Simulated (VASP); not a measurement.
# GaN (Fm-3m) in VASP: notebook

The runs below take GaN through single point, with PBE0.

Program: VASP 6.6.1. These are calculated values, not measurements. Logs are shortened: lines on timing, memory, paths and dates and some standing lists are left out, and cuts for length are marked.

## 1. The cell of the first run

It takes space group Fm-3m (No. 225, cubic). The conventional cell has a = 4.242 Å, b = 4.242 Å, c = 4.242 Å, α = 90.00°, β = 90.00°, γ = 90.00°. Within 2.8 Å of Ga (site symmetry m-3m) lie 6 N at 2.12 Å. N (site symmetry m-3m) has 6 Ga at 2.12 Å within 2.8 Å.

## 2. Single point, PBE0

POSCAR reads:

```
GaN
1.0
    0.0000000000      2.1209041320      2.1209041320
    2.1209041320      0.0000000000      2.1209041320
    2.1209041320      2.1209041320      0.0000000000
Ga N
1 1
Direct
    0.0000000000      0.0000000000      0.0000000000
    0.5000000000      0.5000000000      0.5000000000
```

INCAR.step1 reads:

```
SYSTEM = GaN
PREC = Accurate ; ENCUT = 520
EDIFF = 1E-5 ; ISMEAR = -1
SIGMA = 0.05 ; LREAL = .False.
LASPH = .True. ; NELM = 60
ALGO = Normal ; ISIF = 2
LWAVE = .True. ; LCHARG = .False.
NBANDS = 16 ; GGA = PE
```

INCAR.step2 reads:

```
SYSTEM = GaN
PREC = Accurate ; ENCUT = 520
EDIFF = 1E-6 ; ISMEAR = -1
SIGMA = 0.05 ; LREAL = .False.
LASPH = .True. ; NELM = 60
ALGO = Normal ; ISIF = 2
LWAVE = .False. ; LCHARG = .False.
GGA = PE ; LHFCALC = .True.
AEXX = 0.25 ; PRECFOCK = Normal
NBANDS = 16 ; ISTART = 1
```

KPOINTS reads:

```
regular mesh
0
Gamma
  6 6 6
  0 0 0
```

Potentials or basis: VASP PAW PBE potentials, release 64 (Ga_d, N).

The run is started by

```sh
> cat potpaw_PBE.64/Ga_d/POTCAR potpaw_PBE.64/N/POTCAR > POTCAR
> cp INCAR.step1 INCAR
> mpirun -np 1 vasp_std > vasp.out
> cp INCAR.step2 INCAR
> mpirun -np 1 vasp_std > vasp.out
```

OUTCAR:

```text
SYSTEM = GaN
   PREC = Accurate
   ENCUT = 520
   EDIFF = 1E-6
   ISMEAR = -1
   LREAL = .False.
   LASPH = .True.
   NELM = 60
   ISIF = 2
   GGA = PE
   LHFCALC = .True.
   AEXX = 0.25
   PRECFOCK = Normal
   ISTART = 1

 ion  position               nearest neighbor table
   1  0.000  0.000  0.000-   2 2.12   2 2.12   2 2.12   2 2.12   2 2.12   2 2.12
   2  0.500  0.500  0.500-   1 2.12   1 2.12   1 2.12   1 2.12   1 2.12   1 2.12

  LATTYP: Found a face centered cubic cell.
 ALAT       =     4.2418082640

  Lattice vectors:

 A1 = (   0.0000000000,   2.1209041320,   2.1209041320)
 A2 = (   2.1209041320,   0.0000000000,   2.1209041320)
 A3 = (   2.1209041320,   2.1209041320,   0.0000000000)

Analysis of symmetry for initial positions (statically):
=====================================================================
 Subroutine PRICEL returns:
 Original cell was already a primitive cell.

 Routine SETGRP: Setting up the symmetry group for a
 face centered cubic supercell.

 Subroutine GETGRP returns: Found 48 space group operations
 (whereof 48 operations were pure point group operations)
 out of a pool of 48 trial point group operations.

The static configuration has the point symmetry O_h .

Analysis of symmetry for dynamics (positions and initial velocities):
=====================================================================
 Subroutine PRICEL returns:
 Original cell was already a primitive cell.

 Routine SETGRP: Setting up the symmetry group for a
 face centered cubic supercell.

 Subroutine GETGRP returns: Found 48 space group operations
 (whereof 48 operations were pure point group operations)
 out of a pool of 48 trial point group operations.

The dynamic configuration has the point symmetry O_h .

 Subroutine INISYM returns: Found 48 space group operations
 (whereof 48 operations are pure point group operations),
 and found     1 'primitive' translations

----------------------------------------------------------------------------------------

                                     Primitive cell

  volume of cell :      19.0806

  direct lattice vectors                    reciprocal lattice vectors
     0.000000000  2.120904132  2.120904132    -0.235748515  0.235748515  0.235748515
     2.120904132  0.000000000  2.120904132     0.235748515 -0.235748515  0.235748515
     2.120904132  2.120904132  0.000000000     0.235748515  0.235748515 -0.235748515

  length of vectors
     2.999411388  2.999411388  2.999411388     0.408328406  0.408328406  0.408328406

  position of ions in fractional coordinates (direct lattice)
     0.000000000  0.000000000  0.000000000
     0.500000000  0.500000000  0.500000000

  ion indices of the primitive-cell ions
   primitive index   ion index
                 1           1
                 2           2

----------------------------------------------------------------------------------------

 KPOINTS: regular mesh

Automatic generation of k-mesh.
 Grid dimensions read from file:
 generate k-points for:    6    6    6

 Generating k-lattice:

  Cartesian coordinates                     Fractional coordinates (reciprocal lattice)
    -0.039291419  0.039291419  0.039291419     0.166666667  0.000000000  0.000000000
     0.039291419 -0.039291419  0.039291419     0.000000000  0.166666667  0.000000000
     0.039291419  0.039291419 -0.039291419     0.000000000  0.000000000  0.166666667

  Length of vectors
     0.068054734  0.068054734  0.068054734

  Shift w.r.t. Gamma in fractional coordinates (k-lattice)
     0.000000000  0.000000000  0.000000000

 Subroutine IBZKPT returns following result:
 ===========================================

 Found     16 irreducible k-points:

 Following reciprocal coordinates:
            Coordinates               Weight
  0.000000  0.000000  0.000000      1.000000
  0.166667  0.000000  0.000000      8.000000
  0.333333  0.000000  0.000000      8.000000
  0.500000  0.000000  0.000000      4.000000
  0.166667  0.166667  0.000000      6.000000
  0.333333  0.166667  0.000000     24.000000
[... 8 lines left out ...]
 -0.333333  0.333333  0.166667     24.000000
 -0.333333  0.500000  0.166667     12.000000
   k-points           NKPTS =     16   k-points in BZ     NKDIM =    216   number of bands    NBANDS=     16
   number of dos      NEDOS =    301   number of ions     NIONS =      2
   total plane-waves  NPLWV =  13824
   dimension x,y,z NGX =    24 NGY =   24 NGZ =   24
   dimension x,y,z NGXF=    48 NGYF=   48 NGZF=   48
   ions per type =               1   1
   NGX,Y,Z   is equivalent  to a cutoff of  13.30, 13.30, 13.30 a.u.
   NGXF,Y,Z  is equivalent  to a cutoff of  26.60, 26.60, 26.60 a.u.
 SYSTEM =  GaN
   PREC   = accura    normal or accurate (medium, high low for compatibility)
   ISTART =      1    job   : 0-new  1-cont  2-samecut
   ICHARG =      0    charge: 1-file 2-atom 10-const
   ISPIN  =      1    spin polarized calculation?
   LNONCOLLINEAR =      F non collinear calculations
   LSORBIT =      F    spin-orbit coupling
   LASPH  =      T    aspherical Exc in radial PAW
   ENCUT  =  520.0 eV  38.22 Ry    6.18 a.u.   5.58  5.58  5.58*2*pi/ulx,y,z
   NELM   =     60;   NELMIN=  2; NELMDL=  0     # of ELM steps
   EDIFF  = 0.1E-05   stopping-criterion for ELM
   LREAL  =      F    real-space projection
   EDIFFG = 0.1E-04   stopping-criterion for IOM
   NSW    =      0    number of steps for IOM
   IBRION =     -1    ionic relax: 0-MD 1-quasi-New 2-CG
   NFREE  =      0    steps in history (QN), initial steepest desc. (CG)
   ISIF   =      2    stress and relaxation
   ISYM   =      3    0-nonsym 1-usesym 2-fastsym
   POTIM  = 0.5000    time-step for ionic-motion
   TEBEG  =    0.0;   TEEND  =   0.0 temperature during run
   PSTRESS=    0.0 pullay stress
   NELECT =      18.0000    total number of electrons
   NUPDOWN=      -1.0000    fix difference up-down
   EMIN   =  10.00;   EMAX   =-10.00  energy-range for DOS
   EFERMI =   0.00;   METHOD = LEGACY
   ISMEAR =    -1;   SIGMA  =   0.05  broadening in eV -4-tet -1-fermi 0-gaus
   EFERMI_NEDOS =   21; number of points for ismear=-14 and -15
   IALGO  =     38    algorithm
   IMIX   =      1    mixing-type and parameters
     AMIX     =   0.40;   BMIX     =  1.00
     AMIX_MAG =   1.60;   BMIX_MAG =  1.00
  volume/ion in A,a.u.               =       9.54        64.38
  Fermi-wavevector in a.u.,A,eV,Ry     =   1.605590  3.034125 35.074717  2.577919
  Thomas-Fermi vector in A             =   2.701912
   LORBIT       =      0    0 simple, 1 ext, 2 COOP (PROOUT), +10 PAW based schemes
   GGA     = PE    functional components
   LHFCALC =     T    Hartree Fock is set to
   PRECFOCK=normal    Normal, Fast or Accurate (Low or Medium for compatibility)
   ENCUT4O =  -1.0   cutoff for four orbital integrals eV
   NKREDX  =     1    reduce k-point grid by
   NKREDY  =     1    reduce k-point grid by
   NKREDZ  =     1    reduce k-point grid by
   AEXX    =    0.2500 exact exchange contribution
   HFSCREEN=    0.0000 screening length (either q_TF or 0.3 A-1)
   HFSCREENC=   0.0000 screening length for correlation (either q_TF or 0.3 A-1)
   ENCUTFOCK=  -1.0 apply spherical cutoff to Coloumb kernel
   IVDW    =     0    specifies the selected vdW correction
   LEPSILON=     F    determine dielectric tensor
   LRPA    =     F    only Hartree local field effects (RPA)
 non-spin polarized calculation
  energy-cutoff  :      520.00
  volume of cell :       19.08
 maximum number of plane-waves:       531
 NGX is ok and might be reduce to    24
  NGX = 18; NGY = 18; NGZ = 18

 number of electron      18.0000009 magnetization

 Free energy of the ion-electron system (eV)
  ---------------------------------------------------
  ext. energy  EPLUGINS =         0.00000000
  ---------------------------------------------------
  free energy    TOTEN  =       -14.69713376 eV

  energy without entropy =      -14.69713376  energy(sigma->0) =      -14.69713376

 E-fermi :   7.7742     XC(G=0): -10.1984

 val. band max:        6.6410626872   @ k =  -0.1667   0.1667   0.0000
 cond. band min:       9.1233711382   @ k =   0.5000   0.5000   0.0000
 fundamental gap:      2.4823084511
 Fermi energy:         7.7742449075

 k-point     1 :       0.0000    0.0000    0.0000
  band No.  band energies     occupation
      1     -12.2366      2.00000
      2      -9.6762      2.00000
      3      -9.6762      2.00000
      4      -9.6762      2.00000
      5      -9.6411      2.00000
      6      -9.6411      2.00000
[... 8 lines left out ...]
     15      25.1397      0.00000
     16      25.1397      0.00000

 k-point     2 :       0.1667    0.0000    0.0000
  band No.  band energies     occupation
      1     -11.6754      2.00000
      2      -9.7025      2.00000
      3      -9.7025      2.00000
      4      -9.6909      2.00000
      5      -9.6206      2.00000
      6      -9.6206      2.00000
[... 8 lines left out ...]
     15      25.4856      0.00000
     16      25.4857      0.00000

 k-point     3 :       0.3333    0.0000    0.0000
  band No.  band energies     occupation
      1     -10.2589      2.00000
      2      -9.8073      2.00000
      3      -9.8073      2.00000
      4      -9.6627      2.00000
      5      -9.5251      2.00000
      6      -9.5251      2.00000
[... 8 lines left out ...]
     15      28.5895      0.00000
     16      28.5895      0.00000

 k-point     4 :       0.5000    0.0000    0.0000
  band No.  band energies     occupation
      1      -9.8597      2.00000
      2      -9.8597      2.00000
      3      -9.8314      2.00000
      4      -9.4762      2.00000
      5      -9.4762      2.00000
      6      -8.9800      2.00000
[... 8 lines left out ...]
     15      32.3312      0.00000
     16      32.3312      0.00000
[... 172 lines left out ...]
 k-point    14 :       0.5000    0.3333    0.1667
  band No.  band energies     occupation
      1     -10.7443      2.00000
      2      -9.7354      2.00000
      3      -9.7157      2.00000
      4      -9.5755      2.00000
      5      -9.4926      2.00000
      6      -7.9475      2.00000
[... 8 lines left out ...]
     15      31.1181      0.00000
     16      33.4794      0.00000

 k-point    15 :      -0.3333    0.3333    0.1667
  band No.  band energies     occupation
      1     -10.7252      2.00000
      2      -9.7563      2.00000
      3      -9.6723      2.00000
      4      -9.6391      2.00000
      5      -9.4501      2.00000
      6      -6.9402      2.00000
[... 8 lines left out ...]
     15      27.9106      0.00000
     16      35.1586      0.00000

 k-point    16 :      -0.3333    0.5000    0.1667
  band No.  band energies     occupation
      1     -10.9652      2.00000
      2      -9.7576      2.00000
      3      -9.6543      2.00000
      4      -9.5497      2.00000
      5      -9.4166      2.00000
      6      -6.2184      2.00000
[... 8 lines left out ...]
     15      30.9402      0.00000
     16      36.9353      0.00000

------------------------ aborting loop because EDIFF is reached ----------------------------------------

  FORCE on cell =-STRESS in cart. coord.  units (eV):
  Direction    XX          YY          ZZ          XY          YZ          ZX
  --------------------------------------------------------------------------------------
  -------------------------------------------------------------------------------------
  Total       -0.5797609     -0.5797609     -0.5797609     -0.0000000      0.0000000     -0.0000000
  in kB      -48.6817707    -48.6817707    -48.6817707     -0.0000000      0.0000000     -0.0000000
  external PRESSURE =     -48.6817707 kB  Pullay stress =       0.0000000 kB

 VOLUME and BASIS-vectors are now :
 -----------------------------------------------------------------------------
  energy-cutoff  :      520.00
  volume of cell :       19.08
      direct lattice vectors                 reciprocal lattice vectors
     0.000000000  2.120904132  2.120904132    -0.235748515  0.235748515  0.235748515
     2.120904132  0.000000000  2.120904132     0.235748515 -0.235748515  0.235748515
     2.120904132  2.120904132  0.000000000     0.235748515  0.235748515 -0.235748515

 POSITION                                       TOTAL-FORCE (eV/Angst)
 -----------------------------------------------------------------------------------
      0.00000      0.00000      0.00000        -0.000000      0.000000     -0.000000
      2.12090      2.12090      2.12090         0.000000     -0.000000      0.000000
 -----------------------------------------------------------------------------------
    total drift:                                0.000000      0.000000      0.000000

  FREE ENERGIE OF THE ION-ELECTRON SYSTEM (eV)
  ---------------------------------------------------
  free  energy   TOTEN  =       -14.6971337575 eV

  energy  without entropy=      -14.6971337575  energy(sigma->0) =      -14.69713376
```

Run time: 15 min. Hardware: 1 thread of AMD EPYC 9R45 (Zen 5), shared host; peak memory 0.12 GiB.

What came out:

| Quantity | Value |
| --- | --- |
| Free energy | -14.6971 eV |
| Pressure | -4.9 GPa |
| Band gap on the k mesh | 2.48 eV, indirect (least direct gap 4.64 eV) |

Levels at points of the mesh, in eV from the valence-band top:
| k point | band 7 | band 8 | band 9 | band 10 | band 11 | band 12 |
| --- | --- | --- | --- | --- | --- | --- |
| (0.00, 0.00, 0.00) | -0.52 | -0.52 | -0.52 | 4.12 | 16.84 | 16.84 |
| (0.50, 0.00, 0.00) | -8.93 | -0.22 | -0.22 | 6.62 | 11.28 | 11.28 |
| (0.50, 0.50, 0.00) | -7.68 | -3.26 | -3.26 | 2.48 | 9.68 | 14.63 |

Caveat: the k points lie up to 0.43 Å⁻¹ apart; the PAW data sets were made with another functional, which shifts forces and pressure a little. A k mesh can miss the band edges.

(Continued in part 2 of 2.)
